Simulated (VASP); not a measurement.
# NbInS4 (P-3m1) in VASP: a series of runs, part 2 of 2

VASP 6.6.1. Earlier steps stand in the parts before.

### 4 Single point, PBE, collinear spin

This run uses another cell than the first one, of 26.54 Å³/atom.

Contents of INCAR:

```
PREC = Accurate
ENCUT = 520
EDIFF = 1E-7
ISMEAR = 0
SIGMA = 0.1
LREAL = F
LASPH = T
NELM = 150
ALGO = Normal
ISIF = 2
LWAVE = F
LCHARG = F
ISPIN = 2
MAGMOM = 2.67 0.02 0.21 0 0 0.21
LORBIT = 11
LMAXMIX = 4
GGA = PE
NBANDS = 38
```

Contents of KPOINTS:

```
regular mesh
0
Gamma
  6 6 2
```

Contents of POSCAR:

```
NbInS4
1.0
    4.1560200500      0.0000000000      0.0000000000
   -2.0780100300      3.5992189500      0.0000000000
    0.0000000000      0.0000000000     10.6449777600
Nb In S
1 1 4
Direct
    0.0000000000      0.0000000000      0.0000000000
    0.0000000000      0.0000000000      0.5000000000
    0.6666666700      0.3333333300      0.7179964200
    0.6666666700      0.3333333300      0.2017543500
    0.3333333300      0.6666666700      0.7982456500
    0.3333333300      0.6666666700      0.2820035800
```

Potentials or basis: VASP PAW PBE potentials, release 64 (Nb_sv, In_d, S).

On the command line:

```sh
cat potpaw_PBE.64/Nb_sv/POTCAR potpaw_PBE.64/In_d/POTCAR potpaw_PBE.64/S/POTCAR > POTCAR
mpirun -np 1 vasp_std > vasp.out
```

OUTCAR:

```text
PREC = Accurate
   ENCUT = 520
   EDIFF = 1E-7
   ISMEAR = 0
   LREAL = F
   LASPH = T
   NELM = 150
   ISIF = 2
   ISPIN = 2
   LORBIT = 11
   GGA = PE

 ion  position               nearest neighbor table
   1  0.000  0.000  0.000-
   2  0.000  0.000  0.500-   3 3.34   6 3.34   3 3.34   6 3.34   3 3.34   6 3.34
   3  0.667  0.333  0.718-   5 2.55   5 2.55   5 2.55   2 3.34   2 3.34   2 3.34
   4  0.667  0.333  0.202-   6 2.55   6 2.55   6 2.55
   5  0.333  0.667  0.798-   3 2.55   3 2.55   3 2.55
   6  0.333  0.667  0.282-   4 2.55   4 2.55   4 2.55   2 3.34   2 3.34   2 3.34

  LATTYP: Found a hexagonal cell.
 ALAT       =     4.1560200500
 C/A-ratio  =     2.5613393660

  Lattice vectors:

 A1 = (   4.1560200500,   0.0000000000,   0.0000000000)
 A2 = (  -2.0780100300,   3.5992189500,   0.0000000000)
 A3 = (   0.0000000000,   0.0000000000,  10.6449777600)

Analysis of symmetry for initial positions (statically):
=====================================================================
 Subroutine PRICEL returns:
 Original cell was already a primitive cell.

 Routine SETGRP: Setting up the symmetry group for a
 hexagonal supercell.

 Subroutine GETGRP returns: Found 12 space group operations
 (whereof 12 operations were pure point group operations)
 out of a pool of 24 trial point group operations.

The static configuration has the point symmetry D_3d.

Analysis of symmetry for dynamics (positions and initial velocities):
=====================================================================
 Subroutine PRICEL returns:
 Original cell was already a primitive cell.

 Routine SETGRP: Setting up the symmetry group for a
 hexagonal supercell.

 Subroutine GETGRP returns: Found 12 space group operations
 (whereof 12 operations were pure point group operations)
[... 166 lines left out ...]
 fundamental gap:      0.0333808436
 Fermi energy:         4.3830915810

 spin component 1

 k-point     1 :       0.0000    0.0000    0.0000
  band No.  band energies     occupation
      1     -51.7697      1.00000
      2     -27.8918      1.00000
      3     -27.8918      1.00000
      4     -27.8836      1.00000
      5     -10.4250      1.00000
      6     -10.3514      1.00000
[... 549 lines left out ...]
     36       8.6315      0.00000
     37       9.0971      0.00000
 Fermi energy:         4.3830915810

 spin component 2

 k-point     1 :       0.0000    0.0000    0.0000
  band No.  band energies     occupation
      1     -50.2746      1.00000
      2     -26.2223      1.00000
      3     -26.1560      1.00000
      4     -26.1560      1.00000
      5     -10.3052      1.00000
      6     -10.2352      1.00000
[... 549 lines left out ...]
     36       9.8323      0.00000
     37       9.8323      0.00000
 [bands above 37 left out]

------------------------ aborting loop because EDIFF is reached ----------------------------------------

  FORCE on cell =-STRESS in cart. coord.  units (eV):
  Direction    XX          YY          ZZ          XY          YZ          ZX
  --------------------------------------------------------------------------------------
  -------------------------------------------------------------------------------------
  Total       -5.2816628     -5.2816628    -10.1292037      0.0000000      0.0000000      0.0000000
  in kB      -53.1435536    -53.1435538   -101.9190178      0.0000001      0.0000000      0.0000000
  external PRESSURE =     -69.4020417 kB  Pullay stress =       0.0000000 kB

 VOLUME and BASIS-vectors are now :
 -----------------------------------------------------------------------------
  energy-cutoff  :      520.00
  volume of cell :      159.23
      direct lattice vectors                 reciprocal lattice vectors
     4.156020050  0.000000000  0.000000000     0.240614816  0.138919029  0.000000000
    -2.078010030  3.599218950  0.000000000     0.000000000  0.277838057  0.000000000
     0.000000000  0.000000000 10.644977760     0.000000000  0.000000000  0.093941014

 POSITION                                       TOTAL-FORCE (eV/Angst)
 -----------------------------------------------------------------------------------
      0.00000      0.00000      0.00000         0.000000      0.000000     -0.000000
      0.00000      0.00000      5.32249         0.000000      0.000000     -0.000000
      2.07801      1.19974      7.64306        -0.000000      0.000000     -0.319968
      2.07801      1.19974      2.14767         0.000000     -0.000000     -1.421936
     -0.00000      2.39948      8.49731         0.000000      0.000000      1.421936
     -0.00000      2.39948      3.00192        -0.000000     -0.000000      0.319968
 -----------------------------------------------------------------------------------
    total drift:                                0.000000     -0.000000      0.000000

  FREE ENERGIE OF THE ION-ELECTRON SYSTEM (eV)
  ---------------------------------------------------
  free  energy   TOTEN  =       -23.5257825916 eV

  energy  without entropy=      -23.4908579117  energy(sigma->0) =      -23.50832025

 total charge

# of ion       s       p       d       tot
------------------------------------------
    1        2.091   5.898   2.463  10.452
    2        1.107   0.222   9.844  11.173
    3        1.420   2.115   0.000   3.535
    4        1.426   2.083   0.000   3.508
    5        1.426   2.083   0.000   3.508
    6        1.420   2.115   0.000   3.535
--------------------------------------------------
tot          8.889  14.515  12.307  35.711

 magnetization (x)

# of ion       s       p       d       tot
------------------------------------------
    1        0.038   0.017   2.123   2.178
    2        0.015  -0.003   0.002   0.014
    3        0.003   0.164   0.000   0.166
    4        0.008  -0.015   0.000  -0.007
    5        0.008  -0.015   0.000  -0.007
    6        0.003   0.164   0.000   0.166
--------------------------------------------------
tot          0.075   0.311   2.125   2.510
```

stdout:

```text
POSCAR found type information on POSCAR NbInS
 POSCAR found :  3 types and       6 ions
 scaLAPACK will be used
 LDA part: xc-table for (Slater+PW92), standard interpolation
 POSCAR, INCAR and KPOINTS ok, starting setup
 FFT: planning ... GRIDC
 FFT: planning ... GRID_SOFT
 FFT: planning ... GRID
 WAVECAR not read
 entering main loop
```

Wall time 3.3 min (1 thread of Intel Xeon Platinum 8488C (Sapphire Rapids), shared host); peak memory 0.39 GiB.

Results:

```yaml
Free_energy: -23.5258 eV
Pressure: -6.9 GPa
Largest_force: 1.422 eV/Å
Net_moment: 3.73 μB per cell
Site_moments: Nb +2.18; In +0.01; S +0.17, -0.01 (each value once) μB
Valence_electrons_inside_the_program's_atomic_spheres: Nb 10.45; In 11.17; S 3.54, 3.51 (each value once)
```

Forces on the atoms (eV/Å):
```
Nb   0.000  0.000  0.000
In   0.000  0.000  0.000
S    0.000  0.000 -0.320
S    0.000  0.000 -1.422
S    0.000  0.000  1.422
S    0.000  0.000  0.320
```

Levels at points of the mesh, in eV from the Fermi level:
Spin up:
```csv
k point,band 23,band 24,band 25,band 26,band 27,band 28,band 29,band 30,band 31,band 32
"(0.00, 0.00, 0.00)",-1.30,-1.13,-0.63,-0.63,-0.58,-0.58,-0.28,0.93,0.93,1.74
"(0.50, 0.00, 0.00)",-0.65,-0.53,-0.30,-0.18,0.15,0.45,0.59,1.79,1.81,2.29
"(0.00, 0.00, 0.50)",-1.33,-0.64,-0.64,-0.64,-0.61,-0.52,-0.52,0.87,0.87,1.30
"(0.50, 0.00, 0.50)",-0.99,-0.76,-0.60,0.14,0.33,0.82,0.83,1.43,1.59,1.99
```
Spin down:
```tsv
k point	band 19	band 20	band 21	band 22	band 23	band 24	band 25	band 26	band 27	band 28
(0.00, 0.00, 0.00)	-3.49	-3.21	-1.51	-0.70	-0.70	-0.51	-0.38	-0.38	1.03	1.47
(0.50, 0.00, 0.00)	-3.06	-2.92	-1.97	-0.98	-0.06	0.47	0.81	0.81	0.95	2.35
(0.00, 0.00, 0.50)	-3.88	-2.43	-1.95	-0.75	-0.75	-0.47	-0.32	-0.32	1.02	1.46
(0.50, 0.00, 0.50)	-3.45	-2.58	-2.10	-0.83	-0.17	0.30	0.82	1.09	1.20	2.17
```

Caveat: the cell stands under tension; spin-orbit coupling is left out, which moves the levels of the heavy elements; forces of over 1 eV/Å act on the atoms, so gaps and moduli don't describe the material at rest.

### 5 The runs side by side

| spin | cell | k mesh | gap on the mesh (eV) | pressure (GPa) | moment (μB) | largest force (eV/Å) |
| --- | --- | --- | --- | --- | --- | --- |
| collinear, zero start | a = 3.511, b = 3.511, c = 12.514 Å, angles 90.0, 90.0, 120.0°, 6 atoms, atomic positions A | 6 × 6 × 2 | none | -0.1 | 0.00 | 0.03 |
| off | a = 3.494, b = 3.494, c = 12.909 Å, angles 90.0, 90.0, 120.0°, 6 atoms, atomic positions B | 12 × 12 × 4 | none | -0.2 | - | 0.02 |
| collinear | a = 4.156, b = 4.156, c = 10.645 Å, angles 90.0, 90.0, 120.0°, 6 atoms, atomic positions C | 6 × 6 × 2 | none | -6.9 | 3.73 | 1.42 |

Alike in all rows: task single point; level PBE; potentials or basis VASP PAW PBE potentials, release 64 (Nb_sv, In_d, S); cutoff (eV) 520; smearing gaussian 0.1 eV.

Caveats: spin-orbit coupling is left out, which moves the levels of the heavy elements; this functional lacks dispersion, which binds layers or chains, so the pressure and a relaxed spacing across them are unreliable (at least some runs); the cell stands under tension (at least some runs); forces of over 1 eV/Å act on the atoms, so gaps and moduli don't describe the material at rest (at least some runs).

Total energies depend on the potentials used, so only differences within one code and one set of settings carry meaning.

The gap in the log of VASP goes by the Fermi energy; the results here count the filled bands.